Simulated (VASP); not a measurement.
Write the native input for VASP 6.6.1 that does the following.

```
Task                   : single point
Functional             : PBE
Dispersion             : D3(BJ)
Potentials or basis    : VASP PAW PBE potentials, release 64 (Pb_d, Se)
Cutoff                 : 520 eV
k mesh                 : 5 × 5 × 5
Occupations            : gaussian, width 0.1 eV
Spin                   : no spin polarisation
Dipole correction      : no
Further INCAR settings : ALGO = Normal; EDIFF = 1e-07; NBANDS = 17
```

The structure of PbSe (Clausthalite) lies in POSCAR:

```
PbSe
1.0
    0.0000000000      3.0052414060      3.0052414060
    3.0052414060      0.0000000000      3.0052414060
    3.0052414060      3.0052414060      0.0000000000
Pb Se
1 1
Direct
    0.0000000000      0.0000000000      0.0000000000
    0.5000000000      0.5000000000      0.5000000000
```

One way to write it, as run:

INCAR

```
SYSTEM = PbSe
ALGO     = Normal         ! electronic algorithm
EDIFF    = 1E-7           ! SCF threshold, eV
ENCUT    = 520            ! plane-wave cutoff, eV
GGA      = PE             ! functional
ISIF     = 2              ! what is computed and relaxed
ISMEAR   = 0              ! smearing method
IVDW     = 12             ! dispersion correction
LASPH    = .True.         ! aspherical terms in the spheres
LCHARG   = .True.         ! write CHGCAR
LELF     = .True.         ! ELF
LREAL    = .False.        ! projectors in reciprocal space
LVHAR    = .True.       
LWAVE    = .False.        ! write WAVECAR
NBANDS   = 17             ! bands
NELM     = 100            ! most SCF steps
PREC     = Accurate       ! precision mode
SIGMA    = 0.1            ! smearing width, eV
```

KPOINTS

```
k-points
0
Gamma
  5 5 5
  0 0 0
```

Potentials or basis: VASP PAW PBE potentials, release 64 (Pb_d, Se).

Launch:

```bash
$ cat potpaw_PBE.64/Pb_d/POTCAR potpaw_PBE.64/Se/POTCAR > POTCAR
$ mpirun -np 1 vasp_std > vasp.out
```

Results of the run:

The pressure is 3.3 GPa and the dispersion energy per atom is -0.390 eV.

Caveat: three body term missing.

It took 7.2 s on 1 thread of Intel Xeon 6975P-C, on a shared host, peak memory 0.18 GiB.
